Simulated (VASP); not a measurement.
# W (Fm-3m) in VASP: further runs

The runs below take W through single point, with LDA.

Program: VASP 6.6.1. These are calculated values, not measurements. Logs are shortened: lines on timing, memory, paths and dates and some standing lists are left out, and cuts for length are marked.

## 1. The cell of the first run

The structure is cubic, space group Fm-3m (No. 225). The conventional cell has a = 3.625 Å, b = 3.625 Å, c = 3.625 Å, α = 90.00°, β = 90.00°, γ = 90.00°. W (site symmetry m-3m) has 12 W at 2.56 Å within 3.4 Å.

## 2. Single point, LDA (volume scaled by 0.76)

INCAR

```
ALGO = Normal
EDIFF = 1E-6
ENCUT = 520
GGA = CA
ISIF = 2
ISMEAR = -1
LASPH = True
LCHARG = False
LREAL = False
LWAVE = False
NBANDS = 13
NELM = 100
PREC = Accurate
SIGMA = 0.08
```

KPOINTS

```
k-points
0
Gamma
  16 16 16
```

POSCAR

```
W
1.0
    0.0000000000      1.8126292703      1.8126292703
    1.8126292703      0.0000000000      1.8126292703
    1.8126292703      1.8126292703      0.0000000000
W
1
Direct
    0.0000000000      0.0000000000      0.0000000000
```

Potentials or basis: VASP PAW LDA potentials, release 64 (W_sv).

On the command line:

```
> cat potpaw_LDA.64/W_sv/POTCAR > POTCAR
> mpirun -np 1 vasp_std > vasp.out
```

OUTCAR:

```text
EDIFF = 1E-6
   ENCUT = 520
   GGA = CA
   ISIF = 2
   ISMEAR = -1
   LASPH = True
   LREAL = False
   NELM = 100
   PREC = Accurate

 ion  position               nearest neighbor table
   1  0.000  0.000  0.000-

  LATTYP: Found a face centered cubic cell.
 ALAT       =     3.6252585406

  Lattice vectors:

 A1 = (   0.0000000000,   1.8126292703,   1.8126292703)
 A2 = (   1.8126292703,   0.0000000000,   1.8126292703)
 A3 = (   1.8126292703,   1.8126292703,   0.0000000000)

Analysis of symmetry for initial positions (statically):
=====================================================================
 Subroutine PRICEL returns:
 Original cell was already a primitive cell.

 Routine SETGRP: Setting up the symmetry group for a
 face centered cubic supercell.

 Subroutine GETGRP returns: Found 48 space group operations
 (whereof 48 operations were pure point group operations)
 out of a pool of 48 trial point group operations.

The static configuration has the point symmetry O_h .

Analysis of symmetry for dynamics (positions and initial velocities):
=====================================================================
 Subroutine PRICEL returns:
 Original cell was already a primitive cell.

 Routine SETGRP: Setting up the symmetry group for a
 face centered cubic supercell.

 Subroutine GETGRP returns: Found 48 space group operations
 (whereof 48 operations were pure point group operations)
 out of a pool of 48 trial point group operations.

The dynamic configuration has the point symmetry O_h .

 Subroutine INISYM returns: Found 48 space group operations
 (whereof 48 operations are pure point group operations),
 and found     1 'primitive' translations

----------------------------------------------------------------------------------------

                                     Primitive cell

  volume of cell :      11.9112

  direct lattice vectors                    reciprocal lattice vectors
     0.000000000  1.812629270  1.812629270    -0.275842395  0.275842395  0.275842395
     1.812629270  0.000000000  1.812629270     0.275842395 -0.275842395  0.275842395
     1.812629270  1.812629270  0.000000000     0.275842395  0.275842395 -0.275842395

  length of vectors
     2.563444898  2.563444898  2.563444898     0.477773044  0.477773044  0.477773044

  position of ions in fractional coordinates (direct lattice)
     0.000000000  0.000000000  0.000000000

  ion indices of the primitive-cell ions
   primitive index   ion index
                 1           1

----------------------------------------------------------------------------------------

 KPOINTS: k-points

Automatic generation of k-mesh.
 Grid dimensions read from file:
 generate k-points for:   16   16   16

 Generating k-lattice:

  Cartesian coordinates                     Fractional coordinates (reciprocal lattice)
    -0.017240150  0.017240150  0.017240150     0.062500000  0.000000000  0.000000000
     0.017240150 -0.017240150  0.017240150     0.000000000  0.062500000  0.000000000
     0.017240150  0.017240150 -0.017240150     0.000000000  0.000000000  0.062500000

  Length of vectors
     0.029860815  0.029860815  0.029860815

  Shift w.r.t. Gamma in fractional coordinates (k-lattice)
     0.000000000  0.000000000  0.000000000

 Subroutine IBZKPT returns following result:
 ===========================================

 Found    145 irreducible k-points:

 Following reciprocal coordinates:
            Coordinates               Weight
  0.000000  0.000000  0.000000      1.000000
  0.062500  0.000000  0.000000      8.000000
  0.125000  0.000000  0.000000      8.000000
  0.187500  0.000000  0.000000      8.000000
  0.250000  0.000000  0.000000      8.000000
  0.312500  0.000000  0.000000      8.000000
[... 16 lines left out ...]
 -0.125000  0.062500  0.000000     24.000000
 -0.062500  0.062500  0.000000     12.000000
 [... further k-points ...]
   k-points           NKPTS =    145   k-points in BZ     NKDIM =    145   number of bands    NBANDS=     13
   number of dos      NEDOS =    301   number of ions     NIONS =      1
   total plane-waves  NPLWV =   8000
   dimension x,y,z NGX =    20 NGY =   20 NGZ =   20
   dimension x,y,z NGXF=    40 NGYF=   40 NGZF=   40
   ions per type =               1
   NGX,Y,Z   is equivalent  to a cutoff of  12.97, 12.97, 12.97 a.u.
   NGXF,Y,Z  is equivalent  to a cutoff of  25.94, 25.94, 25.94 a.u.
 SYSTEM =  unknown system
   PREC   = accura    normal or accurate (medium, high low for compatibility)
   ISTART =      0    job   : 0-new  1-cont  2-samecut
   ICHARG =      2    charge: 1-file 2-atom 10-const
   ISPIN  =      1    spin polarized calculation?
   LNONCOLLINEAR =      F non collinear calculations
   LSORBIT =      F    spin-orbit coupling
   LASPH  =      T    aspherical Exc in radial PAW
   ENCUT  =  520.0 eV  38.22 Ry    6.18 a.u.   4.77  4.77  4.77*2*pi/ulx,y,z
   NELM   =    100;   NELMIN=  2; NELMDL= -5     # of ELM steps
   EDIFF  = 0.1E-05   stopping-criterion for ELM
   LREAL  =      F    real-space projection
   EDIFFG = 0.1E-04   stopping-criterion for IOM
   NSW    =      0    number of steps for IOM
   IBRION =     -1    ionic relax: 0-MD 1-quasi-New 2-CG
   NFREE  =      0    steps in history (QN), initial steepest desc. (CG)
   ISIF   =      2    stress and relaxation
   ISYM   =      2    0-nonsym 1-usesym 2-fastsym
   POTIM  = 0.5000    time-step for ionic-motion
   TEBEG  =    0.0;   TEEND  =   0.0 temperature during run
   PSTRESS=    0.0 pullay stress
   NELECT =      14.0000    total number of electrons
   NUPDOWN=      -1.0000    fix difference up-down
   EMIN   =  10.00;   EMAX   =-10.00  energy-range for DOS
   EFERMI =   0.00;   METHOD = LEGACY
   ISMEAR =    -1;   SIGMA  =   0.08  broadening in eV -4-tet -1-fermi 0-gaus
   EFERMI_NEDOS =   21; number of points for ismear=-14 and -15
   IALGO  =     38    algorithm
   IMIX   =      4    mixing-type and parameters
     AMIX     =   0.40;   BMIX     =  1.00
     AMIX_MAG =   1.60;   BMIX_MAG =  1.00
  volume/ion in A,a.u.               =      11.91        80.38
  Fermi-wavevector in a.u.,A,eV,Ry     =   1.727687  3.264856 40.612085  2.984904
  Thomas-Fermi vector in A             =   2.802764
   LORBIT       =      0    0 simple, 1 ext, 2 COOP (PROOUT), +10 PAW based schemes
   GGA     = CA    functional components
   LHFCALC =     F    Hartree Fock is set to
   AEXX    =    0.0000 exact exchange contribution
   IVDW    =     0    specifies the selected vdW correction
   LEPSILON=     F    determine dielectric tensor
   LRPA    =     F    only Hartree local field effects (RPA)
 non-spin polarized calculation
  energy-cutoff  :      520.00
  volume of cell :       11.91
 maximum number of plane-waves:       332
   NGX =  9   NGY =  9   NGZ =  9

 number of electron      13.9999999 magnetization

 Free energy of the ion-electron system (eV)
  ---------------------------------------------------
  ext. energy  EPLUGINS =         0.00000000
  ---------------------------------------------------
  free energy    TOTEN  =       -12.17484132 eV

  energy without entropy =      -12.15986313  energy(sigma->0) =      -12.16735223

 E-fermi :  15.4505     XC(G=0): -15.4868

 val. band max:       15.4414598634   @ k =  -0.3750   0.1875   0.0000
 cond. band min:      15.4647159271   @ k =  -0.4375   0.1875   0.0000
 fundamental gap:      0.0232560638
 Fermi energy:        15.4504760340

 k-point     1 :       0.0000    0.0000    0.0000
  band No.  band energies     occupation
      1     -57.5181      2.00000
      2     -20.5831      2.00000
      3     -20.5831      2.00000
      4     -20.5831      2.00000
      5       5.0807      2.00000
      6      14.2131      2.00000
      7      14.2131      2.00000
      8      14.2131      2.00000
      9      19.0449      0.00000
     10      19.0449      0.00000
     11      28.4628      0.00000
     12      35.3762      0.00000
     13      35.3762      0.00000

 k-point     2 :       0.0625    0.0000    0.0000
  band No.  band energies     occupation
      1     -57.5020      2.00000
      2     -20.7245      2.00000
      3     -20.5992      2.00000
      4     -20.5992      2.00000
      5       5.3454      2.00000
      6      14.0107      2.00000
      7      14.3343      2.00000
      8      14.3343      2.00000
      9      18.9019      0.00000
     10      18.9019      0.00000
     11      28.9807      0.00000
     12      34.4882      0.00000
     13      35.8648      0.00000

 k-point     3 :       0.1250    0.0000    0.0000
  band No.  band energies     occupation
      1     -57.4558      2.00000
      2     -21.1161      2.00000
      3     -20.6449      2.00000
      4     -20.6449      2.00000
      5       6.0706      2.00000
      6      13.5518      2.00000
      7      14.6344      1.99993
      8      14.6344      1.99993
      9      18.6063      0.00000
     10      18.6063      0.00000
     11      30.2461      0.00000
     12      33.0768      0.00000
     13      37.2491      0.00000
[... 305 lines left out ...]
 k-point    23 :      -0.1250    0.0625    0.0000
  band No.  band energies     occupation
      1     -57.4219      2.00000
      2     -21.3419      2.00000
      3     -20.7719      2.00000
      4     -20.6380      2.00000
      5       6.5944      2.00000
      6      13.1837      2.00000
      7      14.8429      1.99899
      8      14.8933      1.99811
      9      17.8694      0.00000
     10      19.0759      0.00000
     11      31.0793      0.00000
     12      32.8836      0.00000
     13      37.0898      0.00000

 k-point    24 :      -0.0625    0.0625    0.0000
  band No.  band energies     occupation
      1     -57.4759      2.00000
      2     -20.9198      2.00000
      3     -20.6773      2.00000
      4     -20.6023      2.00000
      5       5.7672      2.00000
      6      13.6679      2.00000
      7      14.4944      1.99999
      8      14.6018      1.99995
      9      18.3978      0.00000
     10      19.0105      0.00000
     11      29.7837      0.00000
     12      33.8120      0.00000
     13      35.9285      0.00000

 [... further k-points ...]

------------------------ aborting loop because EDIFF is reached ----------------------------------------

  FORCE on cell =-STRESS in cart. coord.  units (eV):
  Direction    XX          YY          ZZ          XY          YZ          ZX
  --------------------------------------------------------------------------------------
  -------------------------------------------------------------------------------------
  Total       11.2859575     11.2859575     11.2859575     -0.0000000     -0.0000000     -0.0000000
  in kB     1518.0708180   1518.0708180   1518.0708180     -0.0000000     -0.0000000     -0.0000000
  external PRESSURE =    1518.0708180 kB  Pullay stress =       0.0000000 kB

 VOLUME and BASIS-vectors are now :
 -----------------------------------------------------------------------------
  energy-cutoff  :      520.00
  volume of cell :       11.91
      direct lattice vectors                 reciprocal lattice vectors
     0.000000000  1.812629270  1.812629270    -0.275842395  0.275842395  0.275842395
     1.812629270  0.000000000  1.812629270     0.275842395 -0.275842395  0.275842395
     1.812629270  1.812629270  0.000000000     0.275842395  0.275842395 -0.275842395

 POSITION                                       TOTAL-FORCE (eV/Angst)
 -----------------------------------------------------------------------------------
      0.00000      0.00000      0.00000         0.000000     -0.000000     -0.000000
 -----------------------------------------------------------------------------------
    total drift:                               -0.000000     -0.000000     -0.000000

  FREE ENERGIE OF THE ION-ELECTRON SYSTEM (eV)
  ---------------------------------------------------
  free  energy   TOTEN  =       -12.1748413218 eV

  energy  without entropy=      -12.1598631346  energy(sigma->0) =      -12.16735223
```

Run time: 42 s. Hardware: 1 thread of AMD EPYC 7R13, shared host; peak memory 0.1 GiB.

Results:

* Free energy: -12.1748 eV
* Pressure: 151.8 GPa
* Band gap on the k mesh: zero (band 7 reaches 21.37 eV, above the bottom of band 8 at 14.21 eV)

Levels at points of the mesh, in eV from the Fermi level:
| k point | band 4 | band 5 | band 6 | band 7 | band 8 | band 9 | band 10 | band 11 |
| --- | --- | --- | --- | --- | --- | --- | --- | --- |
| (0.00, 0.00, 0.00) | -36.03 | -10.37 | -1.24 | -1.24 | -1.24 | 3.59 | 3.59 | 13.01 |
| (0.50, 0.00, 0.00) | -36.44 | -7.59 | -1.66 | -1.66 | 2.44 | 7.56 | 7.56 | 12.88 |
| (0.50, 0.50, 0.00) | -37.17 | -8.25 | -7.06 | 5.92 | 7.54 | 8.80 | 8.80 | 15.03 |

Caveat: spin-orbit coupling is left out, which moves the levels of the heavy elements.

## 3. Single point, LDA (volume scaled by 0.76)

INCAR

```
SYSTEM = W
  ALGO = Normal
  EDIFF = 1E-7
  ENCUT = 520
  ISIF = 2
  ISMEAR = -1
  LASPH = .True.
  LCHARG = .True.
  LELF = .True.
  LREAL = .False.
  LVHAR = .True.
  LWAVE = .False.
  NBANDS = 13
  NELM = 60
  PREC = Accurate
  SIGMA = 0.08
```

KPOINTS

```
k-points
0
Gamma
  16 16 16
  0 0 0
```

POSCAR is that of step 2.

Potentials or basis: VASP PAW LDA potentials, release 64 (W_sv).

On the command line:

```
> cat potpaw_LDA.64/W_sv/POTCAR > POTCAR
> mpirun -np 1 vasp_std > vasp.out
```

Wall time 52 s (1 thread of AMD EPYC 7R13, shared host); peak memory 0.1 GiB.

The run converged. Its results:

- Free energy: -12.1748 eV
- Pressure: 151.8 GPa
- Band gap on the k mesh: zero (band 7 reaches 21.37 eV, above the bottom of band 8 at 14.21 eV)

Levels at points of the mesh, in eV from the Fermi level:
```tsv
k point	band 4	band 5	band 6	band 7	band 8	band 9	band 10	band 11
(0.00, 0.00, 0.00)	-36.03	-10.37	-1.24	-1.24	-1.24	3.59	3.59	13.01
(0.50, 0.00, 0.00)	-36.44	-7.59	-1.66	-1.66	2.44	7.56	7.56	12.88
(0.50, 0.50, 0.00)	-37.17	-8.25	-7.06	5.92	7.54	8.80	8.80	15.03
```

Caveat: spin-orbit coupling is left out, which moves the levels of the heavy elements.

(Part 1 of 2 ends here.)
